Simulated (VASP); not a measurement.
# CsPbBr3 (Pm-3m) in VASP: single point with PBE

Aim: the single point of CsPbBr3 with PBE.

All numbers are computed with VASP 6.6.1; they aren't measurements. Logs are shortened: lines on timing, memory, paths and dates and some standing lists are left out, and cuts for length are marked.

**1. The cell of the first run**

It takes space group Pm-3m (No. 221, cubic). The conventional cell has a = 6.120 Å, b = 6.120 Å, c = 6.120 Å, α = 90.00°, β = 90.00°, γ = 90.00°. Cs (site symmetry m-3m) has 12 Br at 4.33 Å and 8 Pb at 5.30 Å within 5.7 Å. Pb (site symmetry m-3m) has 6 Br at 3.06 Å within 4.0 Å. Within 4.0 Å of Br (site symmetry 4/mmm) lie 2 Pb at 3.06 Å.

**2. Single point, PBE (volume scaled by 1.06)**

The input, INCAR:

```
SYSTEM = CsPbBr3
ALGO = Normal
EDIFF = 1E-6
ENCUT = 520
GGA = PE
ISIF = 2
ISMEAR = 0
LASPH = .TRUE.
LCHARG = .FALSE.
LREAL = .FALSE.
LWAVE = .FALSE.
NBANDS = 30
NELM = 80
PREC = Accurate
SIGMA = 0.02
```

The input, KPOINTS:

```
k-points
0
G
  6 6 6
  0 0 0
```

The input, POSCAR:

```
CsPbBr3
1.0
    6.1204498874      0.0000000000      0.0000000000
    0.0000000000      6.1204498874      0.0000000000
    0.0000000000      0.0000000000      6.1204498874
Cs Pb Br
1 1 3
Direct
    0.0000000000      0.0000000000      0.0000000000
    0.5000000000      0.5000000000      0.5000000000
    0.0000000000      0.5000000000      0.5000000000
    0.5000000000      0.0000000000      0.5000000000
    0.5000000000      0.5000000000      0.0000000000
```

Potentials or basis: VASP PAW PBE potentials, release 64 (Cs_sv, Pb_d, Br).

Launch:

```
$ cat potpaw_PBE.64/Cs_sv/POTCAR potpaw_PBE.64/Pb_d/POTCAR potpaw_PBE.64/Br/POTCAR > POTCAR
$ mpirun -np 1 vasp_std > vasp.out
```

OUTCAR:

```text
SYSTEM = CsPbBr3
   EDIFF = 1E-6
   ENCUT = 520
   GGA = PE
   ISIF = 2
   ISMEAR = 0
   LASPH = .TRUE.
   LREAL = .FALSE.
   NELM = 80
   PREC = Accurate

 ion  position               nearest neighbor table
   1  0.000  0.000  0.000-
   2  0.500  0.500  0.500-   3 3.06   4 3.06   5 3.06   5 3.06   4 3.06   3 3.06
   3  0.000  0.500  0.500-   2 3.06   2 3.06
   4  0.500  0.000  0.500-   2 3.06   2 3.06
   5  0.500  0.500  0.000-   2 3.06   2 3.06

  LATTYP: Found a simple cubic cell.
 ALAT       =     6.1204498874

  Lattice vectors:

 A1 = (   6.1204498874,   0.0000000000,   0.0000000000)
 A2 = (   0.0000000000,   6.1204498874,   0.0000000000)
 A3 = (   0.0000000000,   0.0000000000,   6.1204498874)

Analysis of symmetry for initial positions (statically):
=====================================================================
 Subroutine PRICEL returns:
 Original cell was already a primitive cell.

 Routine SETGRP: Setting up the symmetry group for a
 simple cubic supercell.

 Subroutine GETGRP returns: Found 48 space group operations
 (whereof 48 operations were pure point group operations)
 out of a pool of 48 trial point group operations.

The static configuration has the point symmetry O_h .

Analysis of symmetry for dynamics (positions and initial velocities):
=====================================================================
 Subroutine PRICEL returns:
 Original cell was already a primitive cell.

 Routine SETGRP: Setting up the symmetry group for a
 simple cubic supercell.

 Subroutine GETGRP returns: Found 48 space group operations
 (whereof 48 operations were pure point group operations)
 out of a pool of 48 trial point group operations.

The dynamic configuration has the point symmetry O_h .

 Subroutine INISYM returns: Found 48 space group operations
 (whereof 48 operations are pure point group operations),
 and found     1 'primitive' translations

----------------------------------------------------------------------------------------

                                     Primitive cell

  volume of cell :     229.2715

  direct lattice vectors                    reciprocal lattice vectors
     6.120449887  0.000000000  0.000000000     0.163386682  0.000000000  0.000000000
     0.000000000  6.120449887  0.000000000     0.000000000  0.163386682  0.000000000
     0.000000000  0.000000000  6.120449887     0.000000000  0.000000000  0.163386682

  length of vectors
     6.120449887  6.120449887  6.120449887     0.163386682  0.163386682  0.163386682

  position of ions in fractional coordinates (direct lattice)
     0.000000000  0.000000000  0.000000000
     0.500000000  0.500000000  0.500000000
     0.000000000  0.500000000  0.500000000
     0.500000000  0.000000000  0.500000000
     0.500000000  0.500000000  0.000000000

  ion indices of the primitive-cell ions
   primitive index   ion index
                 1           1
                 2           2
                 3           3
                 4           4
                 5           5

----------------------------------------------------------------------------------------

 KPOINTS: k-points

Automatic generation of k-mesh.
 Grid dimensions read from file:
 generate k-points for:    6    6    6

 Generating k-lattice:

  Cartesian coordinates                     Fractional coordinates (reciprocal lattice)
     0.027231114  0.000000000  0.000000000     0.166666667  0.000000000  0.000000000
     0.000000000  0.027231114  0.000000000     0.000000000  0.166666667  0.000000000
     0.000000000  0.000000000  0.027231114     0.000000000  0.000000000  0.166666667

  Length of vectors
     0.027231114  0.027231114  0.027231114

  Shift w.r.t. Gamma in fractional coordinates (k-lattice)
     0.000000000  0.000000000  0.000000000

 Subroutine IBZKPT returns following result:
 ===========================================

 Found     20 irreducible k-points:

 Following reciprocal coordinates:
            Coordinates               Weight
  0.000000  0.000000  0.000000      1.000000
  0.166667  0.000000  0.000000      6.000000
  0.333333  0.000000  0.000000      6.000000
  0.500000  0.000000  0.000000      3.000000
  0.166667  0.166667  0.000000     12.000000
  0.333333  0.166667  0.000000     24.000000
[... 12 lines left out ...]
  0.500000  0.500000  0.333333      6.000000
  0.500000  0.500000  0.500000      1.000000
   k-points           NKPTS =     20   k-points in BZ     NKDIM =     20   number of bands    NBANDS=     30
   number of dos      NEDOS =    301   number of ions     NIONS =      5
   total plane-waves  NPLWV = 110592
   dimension x,y,z NGX =    48 NGY =   48 NGZ =   48
   dimension x,y,z NGXF=    96 NGYF=   96 NGZF=   96
   ions per type =               1   1   3
   NGX,Y,Z   is equivalent  to a cutoff of  13.04, 13.04, 13.04 a.u.
   NGXF,Y,Z  is equivalent  to a cutoff of  26.08, 26.08, 26.08 a.u.
 SYSTEM =  CsPbBr3
   PREC   = accura    normal or accurate (medium, high low for compatibility)
   ISTART =      0    job   : 0-new  1-cont  2-samecut
   ICHARG =      2    charge: 1-file 2-atom 10-const
   ISPIN  =      1    spin polarized calculation?
   LNONCOLLINEAR =      F non collinear calculations
   LSORBIT =      F    spin-orbit coupling
   LASPH  =      T    aspherical Exc in radial PAW
   ENCUT  =  520.0 eV  38.22 Ry    6.18 a.u.  11.38 11.38 11.38*2*pi/ulx,y,z
   NELM   =     80;   NELMIN=  2; NELMDL= -5     # of ELM steps
   EDIFF  = 0.1E-05   stopping-criterion for ELM
   LREAL  =      F    real-space projection
   EDIFFG = 0.1E-04   stopping-criterion for IOM
   NSW    =      0    number of steps for IOM
   IBRION =     -1    ionic relax: 0-MD 1-quasi-New 2-CG
   NFREE  =      0    steps in history (QN), initial steepest desc. (CG)
   ISIF   =      2    stress and relaxation
   ISYM   =      2    0-nonsym 1-usesym 2-fastsym
   POTIM  = 0.5000    time-step for ionic-motion
   TEBEG  =    0.0;   TEEND  =   0.0 temperature during run
   PSTRESS=    0.0 pullay stress
   NELECT =      44.0000    total number of electrons
   NUPDOWN=      -1.0000    fix difference up-down
   EMIN   =  10.00;   EMAX   =-10.00  energy-range for DOS
   EFERMI =   0.00;   METHOD = LEGACY
   ISMEAR =     0;   SIGMA  =   0.02  broadening in eV -4-tet -1-fermi 0-gaus
   EFERMI_NEDOS =   21; number of points for ismear=-14 and -15
   IALGO  =     38    algorithm
   IMIX   =      4    mixing-type and parameters
     AMIX     =   0.40;   BMIX     =  1.00
     AMIX_MAG =   1.60;   BMIX_MAG =  1.00
  volume/ion in A,a.u.               =      45.85       309.44
  Fermi-wavevector in a.u.,A,eV,Ry     =   0.944298  1.784464 12.132296  0.891699
  Thomas-Fermi vector in A             =   2.072089
   LORBIT       =      0    0 simple, 1 ext, 2 COOP (PROOUT), +10 PAW based schemes
   GGA     = PE    functional components
   LHFCALC =     F    Hartree Fock is set to
   AEXX    =    0.0000 exact exchange contribution
   IVDW    =     0    specifies the selected vdW correction
   LEPSILON=     F    determine dielectric tensor
   LRPA    =     F    only Hartree local field effects (RPA)
 non-spin polarized calculation
 Gauss-broadening in eV      SIGMA  =   0.02
  energy-cutoff  :      520.00
  volume of cell :      229.27
 maximum number of plane-waves:      6216
 NGX is ok and might be reduce to    48
   NGX = 23   NGY = 23   NGZ = 23

 number of electron      44.0000011 magnetization

 Free energy of the ion-electron system (eV)
  ---------------------------------------------------
  ext. energy  EPLUGINS =         0.00000000
  ---------------------------------------------------
  free energy    TOTEN  =       -15.85729928 eV

  energy without entropy =      -15.85729928  energy(sigma->0) =      -15.85729928

 E-fermi :   0.1144     XC(G=0):  -7.1296

 val. band max:       -0.0265346352   @ k =   0.5000   0.5000   0.5000
 cond. band min:       1.9361209111   @ k =   0.5000   0.5000   0.5000
 fundamental gap:      1.9626555463
 Fermi energy:         0.1143649350

 k-point     1 :       0.0000    0.0000    0.0000
  band No.  band energies     occupation
      1     -21.0345      2.00000
      2     -16.5006      2.00000
      3     -16.5006      2.00000
      4     -16.4280      2.00000
      5     -16.4280      2.00000
      6     -16.4280      2.00000
[... 22 lines left out ...]
     29       5.6588      0.00000
     30       5.6588      0.00000

 k-point     2 :       0.1667    0.0000    0.0000
  band No.  band energies     occupation
      1     -21.0344      2.00000
      2     -16.5006      2.00000
      3     -16.4933      2.00000
      4     -16.4282      2.00000
      5     -16.4282      2.00000
      6     -16.4280      2.00000
[... 22 lines left out ...]
     29       5.5835      0.00000
     30       5.8774      0.00000

 k-point     3 :       0.3333    0.0000    0.0000
  band No.  band energies     occupation
      1     -21.0342      2.00000
      2     -16.5006      2.00000
      3     -16.4787      2.00000
      4     -16.4284      2.00000
      5     -16.4284      2.00000
      6     -16.4280      2.00000
[... 22 lines left out ...]
     29       5.7965      0.00000
     30       6.3525      0.00000

 k-point     4 :       0.5000    0.0000    0.0000
  band No.  band energies     occupation
      1     -21.0340      2.00000
      2     -16.5006      2.00000
      3     -16.4713      2.00000
      4     -16.4285      2.00000
      5     -16.4285      2.00000
      6     -16.4280      2.00000
[... 484 lines left out ...]
     29       5.9163      0.00000
     30       6.4183      0.00000

 k-point    19 :       0.5000    0.5000    0.3333
  band No.  band energies     occupation
      1     -21.0334      2.00000
      2     -16.4631      2.00000
      3     -16.4553      2.00000
      4     -16.4289      2.00000
      5     -16.4288      2.00000
      6     -16.4288      2.00000
[... 22 lines left out ...]
     29       5.7805      0.00000
     30       6.5485      0.00000

 k-point    20 :       0.5000    0.5000    0.5000
  band No.  band energies     occupation
      1     -21.0333      2.00000
      2     -16.4553      2.00000
      3     -16.4553      2.00000
      4     -16.4290      2.00000
      5     -16.4290      2.00000
      6     -16.4290      2.00000
[... 22 lines left out ...]
     29       5.6803      0.00000
     30       6.7681      0.00000

------------------------ aborting loop because EDIFF is reached ----------------------------------------

  FORCE on cell =-STRESS in cart. coord.  units (eV):
  Direction    XX          YY          ZZ          XY          YZ          ZX
  --------------------------------------------------------------------------------------
  -------------------------------------------------------------------------------------
  Total       -1.3660221     -1.3660221     -1.3660221     -0.0000000     -0.0000000      0.0000000
  in kB       -9.5459307     -9.5459307     -9.5459307     -0.0000000     -0.0000000      0.0000000
  external PRESSURE =      -9.5459307 kB  Pullay stress =       0.0000000 kB

 VOLUME and BASIS-vectors are now :
 -----------------------------------------------------------------------------
  energy-cutoff  :      520.00
  volume of cell :      229.27
      direct lattice vectors                 reciprocal lattice vectors
     6.120449887  0.000000000  0.000000000     0.163386682  0.000000000  0.000000000
     0.000000000  6.120449887  0.000000000     0.000000000  0.163386682  0.000000000
     0.000000000  0.000000000  6.120449887     0.000000000  0.000000000  0.163386682

 POSITION                                       TOTAL-FORCE (eV/Angst)
 -----------------------------------------------------------------------------------
      0.00000      0.00000      0.00000         0.000000      0.000000      0.000000
      3.06022      3.06022      3.06022         0.000000      0.000000      0.000000
      0.00000      3.06022      3.06022         0.000000      0.000000      0.000000
      3.06022      0.00000      3.06022         0.000000      0.000000      0.000000
      3.06022      3.06022      0.00000         0.000000      0.000000      0.000000
 -----------------------------------------------------------------------------------
    total drift:                                0.000000     -0.000000     -0.000000

  FREE ENERGIE OF THE ION-ELECTRON SYSTEM (eV)
  ---------------------------------------------------
  free  energy   TOTEN  =       -15.8572992775 eV

  energy  without entropy=      -15.8572992775  energy(sigma->0) =      -15.85729928
```

It took 2.7 min on 1 thread of Intel Xeon 8259CL, shared host; peak memory 0.4 GiB.

What came out:

* Free energy: -15.8573 eV
* Pressure: -1.0 GPa
* Band gap on the k mesh: 1.96 eV, direct

Levels at points of the mesh, in eV from the valence-band top:
```csv
k point,band 19,band 20,band 21,band 22,band 23,band 24,band 25,band 26
"(0.00, 0.00, 0.00)",-1.37,-1.31,-1.31,-1.31,3.53,4.82,4.82,5.53
"(0.50, 0.00, 0.00)",-1.47,-1.37,-1.37,-1.03,2.77,4.86,5.25,5.25
"(0.50, 0.50, 0.00)",-1.55,-1.55,-1.00,-0.51,2.39,2.39,4.91,5.65
"(0.50, 0.50, 0.50)",-0.99,-0.99,-0.99,0.00,1.96,1.96,1.96,5.02
```

Caveat: spin-orbit coupling is left out, which moves the levels of the heavy elements. A k mesh can miss the band edges.
